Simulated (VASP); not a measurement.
Wanted: the native input for a VASP 6.6.1 run.

```
Task                   : single point
Functional             : PBEsol
Potentials or basis    : VASP PAW PBE potentials, release 64 (Ir)
Cutoff                 : 520 eV
k mesh                 : 18 × 18 × 10
Occupations            : gaussian, width 0.1 eV
Spin                   : no spin polarisation
Dipole correction      : no
Further INCAR settings : ALGO = Normal; EDIFF = 1e-07; NBANDS = 16
```

The structure of Ir lies in POSCAR:

```
Ir
1.0
    2.7188340441      0.0000000000      0.0000000000
   -1.3594170221      2.3545793509      0.0000000000
    0.0000000000      0.0000000000      4.4080676386
Ir
2
Direct
    0.6666666667      0.3333333333      0.7500000000
    0.3333333333      0.6666666667      0.2500000000
```

This isn't the form of Ir at room conditions, which is fcc.

The input as run:

INCAR

```
SYSTEM = Ir
PREC = Accurate
ENCUT = 520
EDIFF = 1E-7
ISMEAR = 0
SIGMA = 0.1
LREAL = .FALSE.
LASPH = .TRUE.
NELM = 80
ALGO = Normal
ISIF = 2
LWAVE = .FALSE.
LCHARG = .FALSE.
GGA = PS
NBANDS = 16
```

KPOINTS

```
Automatic mesh
0
G
  18 18 10
  0 0 0
```

Potentials or basis: VASP PAW PBE potentials, release 64 (Ir).

Run with:

```bash
$ cat potpaw_PBE.64/Ir/POTCAR > POTCAR
$ mpirun -np 1 vasp_std > vasp.out
```

Results of the run:

```json
{"Pressure": "1.0 GPa", "Band gap on the k mesh": "zero (bands 9 and 10 overlap by 3.37 eV)"}
```

Caveat: the PAW data sets were made with another functional, which shifts forces and pressure a little; spin-orbit coupling is left out, which moves the levels of the heavy elements.

Run time: 49 s on 1 thread of Intel(R) Xeon(R) Platinum 8488C (Sapphire Rapids), on a shared host, peak memory 0.2 GiB.
